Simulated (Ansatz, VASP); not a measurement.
Two plane-wave programs on F

```
F
1.0
     9.00000    0.00000    0.00000
     0.00000    9.50000    0.00000
     0.00000    0.00000   10.00000
F
2
Direct
  0.50000 0.50000 0.43077
  0.50000 0.50000 0.56923
```

Alike in both runs: functional LDA; k mesh 1 × 1 × 1; occupations fermi-dirac, width 0.05 eV; no spin polarisation.

Ansatz relaxed the structure, and its values are those at the end. VASP's run is a single point on that final structure, the one shown.

|  | VASP | Ansatz |
| --- | --- | --- |
| version | VASP 6.6.1 | Ansatz 0.2.0 |
| potentials or method | VASP PAW LDA potentials, release 64 (F_h), cutoff 1010 eV | plane waves, PAW |
| valence electrons in the cell | 14 | 14 |

VASP gave:

```
rms of the force components (eV/Å) : 0.058
```

Question: Which values does Ansatz return?

Answer: rms of the force components (eV/Å): 0.013.

LDA's correlation is that of Perdew and Zunger in VASP and of Perdew and Wang (1992) in Ansatz. Ansatz's warnings: stress scf threshold loose.
